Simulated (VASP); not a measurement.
# AlN (P6_3mc) in VASP: single point with PBE

Aim: the single point of AlN with PBE.

All numbers are computed with VASP 6.6.1; they aren't measurements. Logs are shortened: lines on timing, memory, paths and dates and some standing lists are left out, and cuts for length are marked.

## 1. The cell of the first run

It takes space group P6_3mc (No. 186, hexagonal). The conventional cell has a = 3.130 Å, b = 3.130 Å, c = 5.018 Å, α = 90.00°, β = 90.00°, γ = 120.00°. Within 2.5 Å of Al (site symmetry 3m) lie 4 N at 1.90 to 1.91 Å. Within 2.5 Å of N (site symmetry 3m) lie 4 Al at 1.90 to 1.91 Å.

## 2. Single point, PBE

INCAR

```
SYSTEM = AlN
ALGO = Normal
EDIFF = 1E-6
ENCUT = 520
GGA = PE
ISIF = 2
ISMEAR = 0
LASPH = .True.
LCHARG = .True.
LELF = .True.
LREAL = .False.
LVHAR = .True.
LWAVE = .False.
NBANDS = 16
NELM = 100
PREC = Accurate
SIGMA = 0.02
```

KPOINTS

```
k-points
0
Gamma
  9 9 4
  0 0 0
```

POSCAR

```
AlN
1.0
    3.1302036258      0.0000000000      0.0000000000
   -1.5651018129      2.7108358590      0.0000000000
    0.0000000000      0.0000000000      5.0180193796
Al N
2 2
Direct
    0.6666666667      0.3333333333      0.4992349487
    0.3333333333      0.6666666667      0.9992349487
    0.6666666667      0.3333333333      0.8807650513
    0.3333333333      0.6666666667      0.3807650513
```

Potentials or basis: VASP PAW PBE potentials, release 64 (Al, N).

On the command line:

```console
cat potpaw_PBE.64/Al/POTCAR potpaw_PBE.64/N/POTCAR > POTCAR
mpirun -np 1 vasp_std > vasp.out
```

OUTCAR:

```text
SYSTEM = AlN
   EDIFF = 1E-6
   ENCUT = 520
   GGA = PE
   ISIF = 2
   ISMEAR = 0
   LASPH = .True.
   LREAL = .False.
   NELM = 100
   PREC = Accurate

 ion  position               nearest neighbor table
   1  0.667  0.333  0.499-   4 1.90   4 1.90   4 1.90   3 1.91   2 3.09   2 3.09   2 3.09   2 3.09
                             2 3.09   2 3.09
   2  0.333  0.667  0.999-   3 1.90   3 1.90   3 1.90   4 1.91   1 3.09   1 3.09   1 3.09   1 3.09
                             1 3.09   1 3.09
   3  0.667  0.333  0.881-   2 1.90   2 1.90   2 1.90   1 1.91
   4  0.333  0.667  0.381-   1 1.90   1 1.90   1 1.90   2 1.91

  LATTYP: Found a hexagonal cell.
 ALAT       =     3.1302036258
 C/A-ratio  =     1.6030967884

  Lattice vectors:

 A1 = (   3.1302036258,   0.0000000000,   0.0000000000)
 A2 = (  -1.5651018129,   2.7108358590,   0.0000000000)
 A3 = (   0.0000000000,   0.0000000000,   5.0180193796)

Analysis of symmetry for initial positions (statically):
=====================================================================
 Subroutine PRICEL returns:
 Original cell was already a primitive cell.

 Routine SETGRP: Setting up the symmetry group for a
 hexagonal supercell.

 Subroutine GETGRP returns: Found 12 space group operations
 (whereof  6 operations were pure point group operations)
 out of a pool of 24 trial point group operations.

The static configuration has the point symmetry C_3v.
 The point group associated with its full space group is C_6v.

Analysis of symmetry for dynamics (positions and initial velocities):
=====================================================================
 Subroutine PRICEL returns:
 Original cell was already a primitive cell.

 Routine SETGRP: Setting up the symmetry group for a
 hexagonal supercell.

 Subroutine GETGRP returns: Found 12 space group operations
 (whereof  6 operations were pure point group operations)
 out of a pool of 24 trial point group operations.

The dynamic configuration has the point symmetry C_3v.
 The point group associated with its full space group is C_6v.

 Subroutine INISYM returns: Found 12 space group operations
 (whereof  6 operations are pure point group operations),
 and found     1 'primitive' translations

----------------------------------------------------------------------------------------

                                     Primitive cell

  volume of cell :      42.5802

  direct lattice vectors                    reciprocal lattice vectors
     3.130203626  0.000000000  0.000000000     0.319468035  0.184444956  0.000000000
    -1.565101813  2.710835859  0.000000000     0.000000000  0.368889911  0.000000000
     0.000000000  0.000000000  5.018019380     0.000000000  0.000000000  0.199281813

  length of vectors
     3.130203626  3.130203626  5.018019380     0.368889911  0.368889911  0.199281813

  position of ions in fractional coordinates (direct lattice)
     0.666666667  0.333333333  0.499234949
     0.333333333  0.666666667  0.999234949
     0.666666667  0.333333333  0.880765051
     0.333333333  0.666666667  0.380765051

  ion indices of the primitive-cell ions
   primitive index   ion index
                 1           1
                 2           2
                 3           3
                 4           4

----------------------------------------------------------------------------------------

 KPOINTS: k-points

Automatic generation of k-mesh.
 Grid dimensions read from file:
 generate k-points for:    9    9    4

 Generating k-lattice:

  Cartesian coordinates                     Fractional coordinates (reciprocal lattice)
     0.035496448  0.020493884  0.000000000     0.111111111  0.000000000  0.000000000
     0.000000000  0.040987768  0.000000000     0.000000000  0.111111111  0.000000000
     0.000000000  0.000000000  0.049820453     0.000000000  0.000000000  0.250000000

  Length of vectors
     0.040987768  0.040987768  0.049820453

  Shift w.r.t. Gamma in fractional coordinates (k-lattice)
     0.000000000  0.000000000  0.000000000

 Subroutine IBZKPT returns following result:
 ===========================================

 Found     36 irreducible k-points:

 Following reciprocal coordinates:
            Coordinates               Weight
  0.000000  0.000000  0.000000      1.000000
  0.111111 -0.000000  0.000000      6.000000
  0.222222 -0.000000  0.000000      6.000000
  0.333333  0.000000  0.000000      6.000000
  0.444444 -0.000000  0.000000      6.000000
  0.111111  0.111111  0.000000      6.000000
[... 16 lines left out ...]
  0.333333  0.222222  0.250000     24.000000
  0.333333  0.333333  0.250000      4.000000
 [... further k-points ...]
   k-points           NKPTS =     36   k-points in BZ     NKDIM =     36   number of bands    NBANDS=     16
   number of dos      NEDOS =    301   number of ions     NIONS =      4
   total plane-waves  NPLWV =  23040
   dimension x,y,z NGX =    24 NGY =   24 NGZ =   40
   dimension x,y,z NGXF=    48 NGYF=   48 NGZF=   80
   ions per type =               2   2
   NGX,Y,Z   is equivalent  to a cutoff of  12.75, 12.75, 13.25 a.u.
   NGXF,Y,Z  is equivalent  to a cutoff of  25.49, 25.49, 26.50 a.u.
 SYSTEM =  AlN
   PREC   = accura    normal or accurate (medium, high low for compatibility)
   ISTART =      0    job   : 0-new  1-cont  2-samecut
   ICHARG =      2    charge: 1-file 2-atom 10-const
   ISPIN  =      1    spin polarized calculation?
   LNONCOLLINEAR =      F non collinear calculations
   LSORBIT =      F    spin-orbit coupling
   LASPH  =      T    aspherical Exc in radial PAW
   ENCUT  =  520.0 eV  38.22 Ry    6.18 a.u.   5.82  5.82  9.33*2*pi/ulx,y,z
   NELM   =    100;   NELMIN=  2; NELMDL= -5     # of ELM steps
   EDIFF  = 0.1E-05   stopping-criterion for ELM
   LREAL  =      F    real-space projection
   EDIFFG = 0.1E-04   stopping-criterion for IOM
   NSW    =      0    number of steps for IOM
   IBRION =     -1    ionic relax: 0-MD 1-quasi-New 2-CG
   NFREE  =      0    steps in history (QN), initial steepest desc. (CG)
   ISIF   =      2    stress and relaxation
   ISYM   =      2    0-nonsym 1-usesym 2-fastsym
   POTIM  = 0.5000    time-step for ionic-motion
   TEBEG  =    0.0;   TEEND  =   0.0 temperature during run
   PSTRESS=    0.0 pullay stress
   NELECT =      16.0000    total number of electrons
   NUPDOWN=      -1.0000    fix difference up-down
   EMIN   =  10.00;   EMAX   =-10.00  energy-range for DOS
   EFERMI =   0.00;   METHOD = LEGACY
   ISMEAR =     0;   SIGMA  =   0.02  broadening in eV -4-tet -1-fermi 0-gaus
   EFERMI_NEDOS =   21; number of points for ismear=-14 and -15
   IALGO  =     38    algorithm
   IMIX   =      4    mixing-type and parameters
     AMIX     =   0.40;   BMIX     =  1.00
     AMIX_MAG =   1.60;   BMIX_MAG =  1.00
  volume/ion in A,a.u.               =      10.65        71.84
  Fermi-wavevector in a.u.,A,eV,Ry     =   1.181351  2.232429 18.988142  1.395589
  Thomas-Fermi vector in A             =   2.317626
   LORBIT       =      0    0 simple, 1 ext, 2 COOP (PROOUT), +10 PAW based schemes
   GGA     = PE    functional components
   LHFCALC =     F    Hartree Fock is set to
   AEXX    =    0.0000 exact exchange contribution
   IVDW    =     0    specifies the selected vdW correction
   LEPSILON=     F    determine dielectric tensor
   LRPA    =     F    only Hartree local field effects (RPA)
 non-spin polarized calculation
 Gauss-broadening in eV      SIGMA  =   0.02
  energy-cutoff  :      520.00
  volume of cell :       42.58
 maximum number of plane-waves:      1170
 NGX is ok and might be reduce to    24
   NGX = 11   NGY = 11   NGZ = 19

 number of electron      15.9999998 magnetization

 Free energy of the ion-electron system (eV)
  ---------------------------------------------------
  ext. energy  EPLUGINS =         0.00000000
  ---------------------------------------------------
  free energy    TOTEN  =       -29.78051481 eV

  energy without entropy =      -29.78051481  energy(sigma->0) =      -29.78051481

 E-fermi :   6.0502     XC(G=0): -10.8269

 val. band max:        5.9641236790   @ k =   0.0000   0.0000   0.0000
 cond. band min:      10.0076610711   @ k =   0.0000   0.0000   0.0000
 fundamental gap:      4.0435373922
 Fermi energy:         6.0502308929

 k-point     1 :       0.0000    0.0000    0.0000
  band No.  band energies     occupation
      1      -9.1032      2.00000
      2      -7.0205      2.00000
      3       0.0588      2.00000
      4       5.1191      2.00000
      5       5.1191      2.00000
      6       5.7616      2.00000
[... 8 lines left out ...]
     15      18.9299      0.00000
     16      18.9299      0.00000

 k-point     2 :       0.1111   -0.0000    0.0000
  band No.  band energies     occupation
      1      -8.9500      2.00000
      2      -6.9347      2.00000
      3       0.2428      2.00000
      4       4.4223      2.00000
      5       4.9254      2.00000
      6       5.0813      2.00000
[... 8 lines left out ...]
     15      18.8015      0.00000
     16      18.9663      0.00000

 k-point     3 :       0.2222   -0.0000    0.0000
  band No.  band energies     occupation
      1      -8.5157      2.00000
      2      -6.7200      2.00000
      3       0.7767      2.00000
      4       2.9405      2.00000
      5       3.8355      2.00000
      6       4.5257      2.00000
[... 8 lines left out ...]
     15      17.9675      0.00000
     16      18.7764      0.00000

 k-point     4 :       0.3333    0.0000    0.0000
  band No.  band energies     occupation
      1      -7.8914      2.00000
      2      -6.5123      2.00000
      3       1.5088      2.00000
      4       1.6163      2.00000
      5       2.6733      2.00000
      6       4.1530      2.00000
[... 8 lines left out ...]
     15      17.8614      0.00000
     16      20.1805      0.00000
[... 324 lines left out ...]
 k-point    22 :       0.2222    0.2222    0.2500
  band No.  band energies     occupation
      1      -7.4123      2.00000
      2      -6.6192      2.00000
      3       1.2573      2.00000
      4       1.5922      2.00000
      5       3.2445      2.00000
      6       3.3913      2.00000
[... 8 lines left out ...]
     15      18.0267      0.00000
     16      20.3822      0.00000

 k-point    23 :       0.3333    0.2222    0.2500
  band No.  band energies     occupation
      1      -6.9425      2.00000
      2      -6.5502      2.00000
      3       0.9662      2.00000
      4       1.4615      2.00000
      5       2.4497      2.00000
      6       3.5854      2.00000
[... 8 lines left out ...]
     15      18.6657      0.00000
     16      20.6303      0.00000

 k-point    24 :       0.3333    0.3333    0.2500
  band No.  band energies     occupation
      1      -6.6513      2.00000
      2      -6.6513      2.00000
      3       1.4882      2.00000
      4       1.5733      2.00000
      5       1.5733      2.00000
      6       3.0733      2.00000
[... 8 lines left out ...]
     15      18.9452      0.00000
     16      21.1482      0.00000

 [... further k-points ...]
[... 5 lines left out ...]
  --------------------------------------------------------------------------------------
  -------------------------------------------------------------------------------------
  Total       -0.0720906     -0.0720906     -0.0561288      0.0000000      0.0000000      0.0000000
  in kB       -2.7125724     -2.7125724     -2.1119724      0.0000000      0.0000000      0.0000000
  external PRESSURE =      -2.5123724 kB  Pullay stress =       0.0000000 kB

 VOLUME and BASIS-vectors are now :
 -----------------------------------------------------------------------------
  energy-cutoff  :      520.00
  volume of cell :       42.58
      direct lattice vectors                 reciprocal lattice vectors
     3.130203626  0.000000000  0.000000000     0.319468035  0.184444956  0.000000000
    -1.565101813  2.710835859  0.000000000     0.000000000  0.368889911  0.000000000
     0.000000000  0.000000000  5.018019380     0.000000000  0.000000000  0.199281813

 POSITION                                       TOTAL-FORCE (eV/Angst)
 -----------------------------------------------------------------------------------
      1.56510      0.90361      2.50517         0.000000     -0.000000      0.000226
     -0.00000      1.80722      5.01418        -0.000000      0.000000      0.000226
      1.56510      0.90361      4.41970        -0.000000     -0.000000     -0.000226
     -0.00000      1.80722      1.91069         0.000000     -0.000000     -0.000226
 -----------------------------------------------------------------------------------
    total drift:                               -0.000000     -0.000000      0.000506

  FREE ENERGIE OF THE ION-ELECTRON SYSTEM (eV)
  ---------------------------------------------------
  free  energy   TOTEN  =       -29.7805148058 eV

  energy  without entropy=      -29.7805148058  energy(sigma->0) =      -29.78051481
```

Run time: 8.9 s. Hardware: 1 thread of Intel Xeon 6975P-C (Granite Rapids), shared host; peak memory 0.16 GiB.

What came out:

* Free energy: -29.7805 eV
* Pressure: -0.3 GPa
* Band gap on the k mesh: 4.04 eV, direct

Levels at points of the mesh, in eV from the valence-band top:
```csv
k point,band 5,band 6,band 7,band 8,band 9,band 10,band 11,band 12
"(0.00, 0.00, 0.00)",-0.84,-0.20,-0.20,0.00,4.04,6.51,10.46,11.03
"(0.00, 0.00, 0.50)",-0.53,-0.53,-0.53,-0.53,6.31,6.31,10.17,10.17
```
